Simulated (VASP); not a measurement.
**TiH: single point with PBEsol**

The system is TiH.

```
Ti H
1.0
     0.00000    2.06859    2.06859
     2.06859    0.00000    2.06859
     2.06859    2.06859    0.00000
Ti H
1 1
Direct
  0.00000 0.00000 0.00000
  0.50000 0.50000 0.50000
```

```yaml
Program: VASP 6.6.1
Task: single point
Functional: PBEsol
Potentials_or_basis: VASP PAW PBE potentials, release 64 (Ti_sv, H)
Cutoff: 520 eV
k_mesh: 12 × 12 × 12
Occupations: fermi-dirac, width 0.05 eV
Spin: no spin polarisation
```

```yaml
Pressure: 0.7 GPa
```

Levels at points of the mesh, in eV from the Fermi level:
```csv
k point,band 3,band 4,band 5,band 6,band 7,band 8,band 9,band 10
"(0.00, 0.00, 0.00)",-32.44,-32.44,-9.62,0.69,0.69,0.69,2.24,2.24
"(0.50, 0.00, 0.00)",-32.53,-32.53,-5.05,-3.21,0.27,0.27,3.42,3.42
"(0.50, 0.50, 0.00)",-32.68,-32.68,-6.96,-1.94,1.71,3.34,3.79,3.79
```

Run time: 37 s on 1 thread of AMD EPYC 7R13 (shared host), peak memory 0.12 GiB.

Caveat: the PAW data sets were made with another functional, which shifts forces and pressure a little.
